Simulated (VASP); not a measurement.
# SrTiO3 (P4/mmm) in VASP: a series of runs

Aim: see how the results for SrTiO3 move with the level of theory and the settings. Levels: PBE, r2SCAN. Tasks: single point.

Program: VASP 6.6.1. These are calculated values, not measurements. Logs are shortened: lines on timing, memory, paths and dates and some standing lists are left out, and cuts for length are marked.

### 1 The cell of the first run

Symmetry: P4/mmm, No. 123, tetragonal system. The conventional cell has a = 3.907 Å, b = 3.907 Å, c = 3.712 Å, α = 90.00°, β = 90.00°, γ = 90.00°. Sr (site symmetry 4/mmm) has 12 O at 2.69 to 2.76 Å and 8 Ti at 3.33 Å within 3.6 Å. Within 2.5 Å of Ti (site symmetry 4/mmm) lie 6 O at 1.86 to 1.95 Å. Within 2.6 Å of O (site symmetry mmm) lie 2 Ti at 1.95 Å. O (site symmetry 4/mmm) has 2 Ti at 1.86 Å within 2.5 Å.

### 2 Single point, PBE (uniaxial x strain -5.0%)

The input, INCAR:

```
SYSTEM = SrTiO3
PREC = Accurate ; ENCUT = 600
EDIFF = 1E-6 ; ISMEAR = -1
SIGMA = 0.02 ; LREAL = .False.
LASPH = .True. ; NELM = 120
ALGO = Normal ; ISIF = 2
LWAVE = .False. ; LCHARG = .False.
GGA = PE ; NBANDS = 28
GGA_COMPAT = .False.
```

The input, KPOINTS:

```
Automatic mesh
0
Gamma
  8 6 6
  0 0 0
```

The input, POSCAR:

```
SrTiO3
1.0
    3.7115089351      0.0000000000      0.0000000000
    0.0000000000      3.9068515106      0.0000000000
    0.0000000000      0.0000000000      3.9068515106
Sr Ti O
1 1 3
Direct
    0.0000000000      0.0000000000      0.0000000000
    0.5000000000      0.5000000000      0.5000000000
    0.5000000000      0.5000000000      0.0000000000
    0.5000000000      0.0000000000      0.5000000000
    0.0000000000      0.5000000000      0.5000000000
```

Potentials or basis: VASP PAW PBE potentials, release 64 (Sr_sv, Ti_sv, O).

On the command line:

```
$ cat potpaw_PBE.64/Sr_sv/POTCAR potpaw_PBE.64/Ti_sv/POTCAR potpaw_PBE.64/O/POTCAR > POTCAR
$ mpirun -np 1 vasp_std > vasp.out
```

OUTCAR:

```text
SYSTEM = SrTiO3
   PREC = Accurate
   ENCUT = 600
   EDIFF = 1E-6
   ISMEAR = -1
   LREAL = .False.
   LASPH = .True.
   NELM = 120
   ISIF = 2
   GGA = PE

 ion  position               nearest neighbor table
   1  0.000  0.000  0.000-   3 2.69   4 2.69   4 2.69   3 2.69   3 2.69   4 2.69   4 2.69   3 2.69
                             5 2.76   5 2.76   5 2.76   5 2.76   2 3.33   2 3.33   2 3.33   2 3.33
   2  0.500  0.500  0.500-   5 1.86   5 1.86   3 1.95   3 1.95   4 1.95   4 1.95   1 3.33   1 3.33
                             1 3.33   1 3.33   1 3.33   1 3.33   1 3.33   1 3.33
   3  0.500  0.500  0.000-   2 1.95   2 1.95   1 2.69   1 2.69   1 2.69   1 2.69
   4  0.500  0.000  0.500-   2 1.95   2 1.95   1 2.69   1 2.69   1 2.69   1 2.69
   5  0.000  0.500  0.500-   2 1.86   2 1.86   1 2.76   1 2.76   1 2.76   1 2.76

  LATTYP: Found a simple tetragonal cell.
 ALAT       =     3.9068515106
 C/A-ratio  =     0.9500000000

  Lattice vectors:

 A1 = (   0.0000000000,   3.9068515106,   0.0000000000)
 A2 = (   0.0000000000,   0.0000000000,   3.9068515106)
 A3 = (   3.7115089351,   0.0000000000,   0.0000000000)

Analysis of symmetry for initial positions (statically):
=====================================================================
 Subroutine PRICEL returns:
 Original cell was already a primitive cell.

 Routine SETGRP: Setting up the symmetry group for a
 simple tetragonal supercell.

 Subroutine GETGRP returns: Found 16 space group operations
 (whereof 16 operations were pure point group operations)
 out of a pool of 16 trial point group operations.

The static configuration has the point symmetry D_4h.

Analysis of symmetry for dynamics (positions and initial velocities):
=====================================================================
 Subroutine PRICEL returns:
 Original cell was already a primitive cell.

 Routine SETGRP: Setting up the symmetry group for a
 simple tetragonal supercell.

 Subroutine GETGRP returns: Found 16 space group operations
 (whereof 16 operations were pure point group operations)
 out of a pool of 16 trial point group operations.

The dynamic configuration has the point symmetry D_4h.

 Subroutine INISYM returns: Found 16 space group operations
 (whereof 16 operations are pure point group operations),
 and found     1 'primitive' translations

----------------------------------------------------------------------------------------

                                     Primitive cell

  volume of cell :      56.6506

  direct lattice vectors                    reciprocal lattice vectors
     3.711508935  0.000000000  0.000000000     0.269432195  0.000000000  0.000000000
     0.000000000  3.906851511  0.000000000     0.000000000  0.255960585  0.000000000
     0.000000000  0.000000000  3.906851511     0.000000000  0.000000000  0.255960585

  length of vectors
     3.711508935  3.906851511  3.906851511     0.269432195  0.255960585  0.255960585

  position of ions in fractional coordinates (direct lattice)
     0.000000000  0.000000000  0.000000000
     0.500000000  0.500000000  0.500000000
     0.500000000  0.500000000  0.000000000
     0.500000000  0.000000000  0.500000000
     0.000000000  0.500000000  0.500000000

  ion indices of the primitive-cell ions
   primitive index   ion index
                 1           1
                 2           2
                 3           3
                 4           4
                 5           5

----------------------------------------------------------------------------------------

 KPOINTS: Automatic mesh

Automatic generation of k-mesh.
 Grid dimensions read from file:
 generate k-points for:    8    6    6

 Generating k-lattice:

  Cartesian coordinates                     Fractional coordinates (reciprocal lattice)
     0.033679024  0.000000000  0.000000000     0.125000000  0.000000000  0.000000000
     0.000000000  0.042660098  0.000000000     0.000000000  0.166666667  0.000000000
     0.000000000  0.000000000  0.042660098     0.000000000  0.000000000  0.166666667

  Length of vectors
     0.033679024  0.042660098  0.042660098

  Shift w.r.t. Gamma in fractional coordinates (k-lattice)
     0.000000000  0.000000000  0.000000000

 Subroutine IBZKPT returns following result:
 ===========================================

 Found     50 irreducible k-points:

 Following reciprocal coordinates:
            Coordinates               Weight
  0.000000  0.000000  0.000000      1.000000
  0.125000  0.000000  0.000000      2.000000
  0.250000  0.000000  0.000000      2.000000
  0.375000  0.000000  0.000000      2.000000
  0.500000  0.000000  0.000000      1.000000
  0.000000  0.166667  0.000000      4.000000
[... 16 lines left out ...]
  0.250000  0.166667  0.166667      8.000000
  0.375000  0.166667  0.166667      8.000000
 [... further k-points ...]
   k-points           NKPTS =     50   k-points in BZ     NKDIM =     50   number of bands    NBANDS=     28
   number of dos      NEDOS =    301   number of ions     NIONS =      5
   total plane-waves  NPLWV =  30720
   dimension x,y,z NGX =    30 NGY =   32 NGZ =   32
   dimension x,y,z NGXF=    60 NGYF=   64 NGZF=   64
   ions per type =               1   1   3
   NGX,Y,Z   is equivalent  to a cutoff of  13.44, 13.62, 13.62 a.u.
   NGXF,Y,Z  is equivalent  to a cutoff of  26.88, 27.23, 27.23 a.u.
 SYSTEM =  SrTiO3
   PREC   = accura    normal or accurate (medium, high low for compatibility)
   ISTART =      0    job   : 0-new  1-cont  2-samecut
   ICHARG =      2    charge: 1-file 2-atom 10-const
   ISPIN  =      1    spin polarized calculation?
   LNONCOLLINEAR =      F non collinear calculations
   LSORBIT =      F    spin-orbit coupling
   LASPH  =      T    aspherical Exc in radial PAW
   ENCUT  =  600.0 eV  44.10 Ry    6.64 a.u.   7.41  7.80  7.80*2*pi/ulx,y,z
   NELM   =    120;   NELMIN=  2; NELMDL= -5     # of ELM steps
   EDIFF  = 0.1E-05   stopping-criterion for ELM
   LREAL  =      F    real-space projection
   EDIFFG = 0.1E-04   stopping-criterion for IOM
   NSW    =      0    number of steps for IOM
   IBRION =     -1    ionic relax: 0-MD 1-quasi-New 2-CG
   NFREE  =      0    steps in history (QN), initial steepest desc. (CG)
   ISIF   =      2    stress and relaxation
   ISYM   =      2    0-nonsym 1-usesym 2-fastsym
   POTIM  = 0.5000    time-step for ionic-motion
   TEBEG  =    0.0;   TEEND  =   0.0 temperature during run
   PSTRESS=    0.0 pullay stress
   NELECT =      40.0000    total number of electrons
   NUPDOWN=      -1.0000    fix difference up-down
   EMIN   =  10.00;   EMAX   =-10.00  energy-range for DOS
   EFERMI =   0.00;   METHOD = LEGACY
   ISMEAR =    -1;   SIGMA  =   0.02  broadening in eV -4-tet -1-fermi 0-gaus
   EFERMI_NEDOS =   21; number of points for ismear=-14 and -15
   IALGO  =     38    algorithm
   IMIX   =      4    mixing-type and parameters
     AMIX     =   0.40;   BMIX     =  1.00
     AMIX_MAG =   1.60;   BMIX_MAG =  1.00
  volume/ion in A,a.u.               =      11.33        76.46
  Fermi-wavevector in a.u.,A,eV,Ry     =   1.457785  2.754814 28.914234  2.125136
  Thomas-Fermi vector in A             =   2.574546
   LORBIT       =      0    0 simple, 1 ext, 2 COOP (PROOUT), +10 PAW based schemes
   GGA     = PE    functional components
   LHFCALC =     F    Hartree Fock is set to
   AEXX    =    0.0000 exact exchange contribution
   IVDW    =     0    specifies the selected vdW correction
   LEPSILON=     F    determine dielectric tensor
   LRPA    =     F    only Hartree local field effects (RPA)
 non-spin polarized calculation
  energy-cutoff  :      600.00
  volume of cell :       56.65
 maximum number of plane-waves:      1928
 NGX is ok and might be reduce to    30
   NGX = 15   NGY = 15   NGZ = 15

 number of electron      39.9999977 magnetization

 Free energy of the ion-electron system (eV)
  ---------------------------------------------------
  ext. energy  EPLUGINS =         0.00000000
  ---------------------------------------------------
  free energy    TOTEN  =       -39.79962247 eV

  energy without entropy =      -39.79962247  energy(sigma->0) =      -39.79962247

 E-fermi :   5.1283     XC(G=0): -11.5350

 val. band max:        4.6072935157   @ k =   0.5000   0.5000   0.5000
 cond. band min:       6.4667447162   @ k =   0.0000   0.0000   0.0000
 fundamental gap:      1.8594512005
 Fermi energy:         5.1283062266

 k-point     1 :       0.0000    0.0000    0.0000
  band No.  band energies     occupation
      1     -51.6645      2.00000
      2     -28.0582      2.00000
      3     -27.9994      2.00000
      4     -27.9272      2.00000
      5     -27.9272      2.00000
      6     -13.0843      2.00000
[... 20 lines left out ...]
     27      10.2942      0.00000
     28      11.3146      0.00000

 k-point     2 :       0.1250    0.0000    0.0000
  band No.  band energies     occupation
      1     -51.6640      2.00000
      2     -28.0912      2.00000
      3     -27.9803      2.00000
      4     -27.9263      2.00000
      5     -27.9263      2.00000
      6     -13.0328      2.00000
[... 20 lines left out ...]
     27      10.6281      0.00000
     28      11.7487      0.00000

 k-point     3 :       0.2500    0.0000    0.0000
  band No.  band energies     occupation
      1     -51.6628      2.00000
      2     -28.1509      2.00000
      3     -27.9536      2.00000
      4     -27.9242      2.00000
      5     -27.9242      2.00000
      6     -13.0270      2.00000
[... 20 lines left out ...]
     27      11.4189      0.00000
     28      12.8579      0.00000

 k-point     4 :       0.3750    0.0000    0.0000
  band No.  band energies     occupation
      1     -51.6616      2.00000
      2     -28.2034      2.00000
      3     -27.9334      2.00000
      4     -27.9221      2.00000
      5     -27.9221      2.00000
      6     -13.1383      2.00000
[... 20 lines left out ...]
     27      12.2118      0.00000
     28      12.6943      0.00000

 k-point     5 :       0.5000    0.0000    0.0000
  band No.  band energies     occupation
      1     -51.6611      2.00000
      2     -28.2242      2.00000
      3     -27.9258      2.00000
      4     -27.9212      2.00000
      5     -27.9212      2.00000
      6     -13.1981      2.00000
[... 20 lines left out ...]
     27      12.5477      0.00000
     28      12.6233      0.00000

 k-point     6 :       0.0000    0.1667    0.0000
  band No.  band energies     occupation
      1     -51.6641      2.00000
      2     -28.0871      2.00000
      3     -27.9986      2.00000
      4     -27.9265      2.00000
      5     -27.9101      2.00000
      6     -13.1315      2.00000
[... 463 lines left out ...]
      5     -27.8945      2.00000
      6     -13.1200      2.00000
[... 20 lines left out ...]
     27      11.1769      0.00000
     28      12.2733      0.00000

 k-point    22 :       0.1250    0.1667    0.1667
  band No.  band energies     occupation
      1     -51.6632      2.00000
      2     -28.1002      2.00000
      3     -28.0065      2.00000
      4     -27.9444      2.00000
      5     -27.8948      2.00000
      6     -13.0284      2.00000
[... 20 lines left out ...]
     27      11.3922      0.00000
     28      12.3241      0.00000

 k-point    23 :       0.2500    0.1667    0.1667
  band No.  band energies     occupation
      1     -51.6620      2.00000
      2     -28.1301      2.00000
      3     -28.0033      2.00000
      4     -27.9422      2.00000
      5     -27.9009      2.00000
      6     -12.8742      2.00000
[... 20 lines left out ...]
     27      11.9371      0.00000
     28      12.6515      0.00000

 k-point    24 :       0.3750    0.1667    0.1667
  band No.  band energies     occupation
      1     -51.6608      2.00000
      2     -28.1723      2.00000
      3     -27.9767      2.00000
      4     -27.9399      2.00000
      5     -27.9172      2.00000
      6     -12.8574      2.00000
[... 20 lines left out ...]
     27      12.5789      0.00000
     28      13.2080      0.00000

 [... further k-points ...]
[... 5 lines left out ...]
  --------------------------------------------------------------------------------------
  -------------------------------------------------------------------------------------
  Total        9.6579014      3.7573539      3.7573539      0.0000000      0.0000000      0.0000000
  in kB      273.1423430    106.2645405    106.2645405      0.0000000      0.0000000      0.0000000
  external PRESSURE =     161.8904746 kB  Pullay stress =       0.0000000 kB

 VOLUME and BASIS-vectors are now :
 -----------------------------------------------------------------------------
  energy-cutoff  :      600.00
  volume of cell :       56.65
      direct lattice vectors                 reciprocal lattice vectors
     3.711508935  0.000000000  0.000000000     0.269432195  0.000000000  0.000000000
     0.000000000  3.906851511  0.000000000     0.000000000  0.255960585  0.000000000
     0.000000000  0.000000000  3.906851511     0.000000000  0.000000000  0.255960585

 POSITION                                       TOTAL-FORCE (eV/Angst)
 -----------------------------------------------------------------------------------
      0.00000      0.00000      0.00000         0.000000      0.000000      0.000000
      1.85575      1.95343      1.95343         0.000000      0.000000      0.000000
      1.85575      1.95343      0.00000         0.000000      0.000000      0.000000
      1.85575      0.00000      1.95343         0.000000      0.000000      0.000000
      0.00000      1.95343      1.95343         0.000000      0.000000      0.000000
 -----------------------------------------------------------------------------------
    total drift:                                0.000000      0.000000     -0.000000

  FREE ENERGIE OF THE ION-ELECTRON SYSTEM (eV)
  ---------------------------------------------------
  free  energy   TOTEN  =       -39.7996224740 eV

  energy  without entropy=      -39.7996224740  energy(sigma->0) =      -39.79962247
```

It took 2.5 min on 1 thread of Intel Xeon 8259CL, shared host; peak memory 0.25 GiB.

What came out:

- Free energy: -39.7996 eV
- Pressure: 16.2 GPa
- Band gap on the k mesh: 1.86 eV, indirect (least direct gap 2.15 eV)

Caveat: the cell differs from its parent crystal (uniaxial x strain -5.0%). A k mesh can miss the band edges.

### 3 Single point, r2SCAN (uniaxial x strain -5.0%)

POSCAR is that of step 2.

The input, INCAR.step1:

```
SYSTEM = SrTiO3
PREC = Accurate ; ENCUT = 660
ISMEAR = 0 ; SIGMA = 0.01
LREAL = .False. ; LASPH = .True.
NELM = 120 ; NBANDS = 28
GGA = PE ; ALGO = Normal
EDIFF = 1E-5 ; LWAVE = .True.
LCHARG = .False. ; GGA_COMPAT = .False.
```

The input, INCAR.step2:

```
SYSTEM = SrTiO3
PREC = Accurate ; ENCUT = 660
EDIFF = 1E-6 ; ISMEAR = 0
SIGMA = 0.01 ; LREAL = .False.
LASPH = .True. ; NELM = 120
ALGO = Normal ; ISIF = 2
LWAVE = .False. ; LCHARG = .True.
METAGGA = R2SCAN ; LMIXTAU = .True.
LELF = .True. ; LVHAR = .True.
NBANDS = 28 ; ISTART = 1
GGA_COMPAT = .False.
```

The input, KPOINTS:

```
regular mesh
0
Gamma
  8 6 6
  0 0 0
```

Potentials or basis: VASP PAW PBE potentials, release 64 (Sr_sv, Ti_sv, O).

On the command line:

```
$ cat potpaw_PBE.64/Sr_sv/POTCAR potpaw_PBE.64/Ti_sv/POTCAR potpaw_PBE.64/O/POTCAR > POTCAR
$ cp INCAR.step1 INCAR
$ mpirun -np 1 vasp_std > vasp.out
$ cp INCAR.step2 INCAR
$ mpirun -np 1 vasp_std > vasp.out
```

It took 8.7 min on 1 thread of Intel Xeon 8259CL, shared host; peak memory 0.28 GiB.

It converged, with:

| Quantity | Value |
| --- | --- |
| Free energy | -63.1236 eV |
| Pressure | 12.6 GPa |
| Band gap on the k mesh | 2.30 eV, indirect (least direct gap 2.63 eV) |

Stress tensor (GPa, compression positive):
```
24.08  0.00  0.00
 0.00  6.90  0.00
 0.00  0.00  6.90
```

Levels at points of the mesh, in eV from the valence-band top:
| k point | band 18 | band 19 | band 20 | band 21 | band 22 | band 23 |
| --- | --- | --- | --- | --- | --- | --- |
| (0.00, 0.00, 0.00) | -0.39 | -0.39 | -0.33 | 2.30 | 2.40 | 2.40 |
| (0.50, 0.00, 0.00) | -2.21 | -0.83 | -0.83 | 2.54 | 4.78 | 4.82 |
| (0.00, 0.50, 0.00) | -2.17 | -0.75 | -0.75 | 2.57 | 4.27 | 4.28 |
| (0.50, 0.50, 0.00) | -1.59 | -1.57 | -0.11 | 4.29 | 4.83 | 5.13 |
| (0.00, 0.50, 0.50) | -1.90 | -1.68 | -0.25 | 4.29 | 4.29 | 4.75 |
| (0.50, 0.50, 0.50) | -0.11 | 0.00 | 0.00 | 5.02 | 5.36 | 5.36 |

Caveat: the cell differs from its parent crystal (uniaxial x strain -5.0%); the PAW data sets were made with another functional, which shifts forces and pressure a little. A k mesh can miss the band edges.
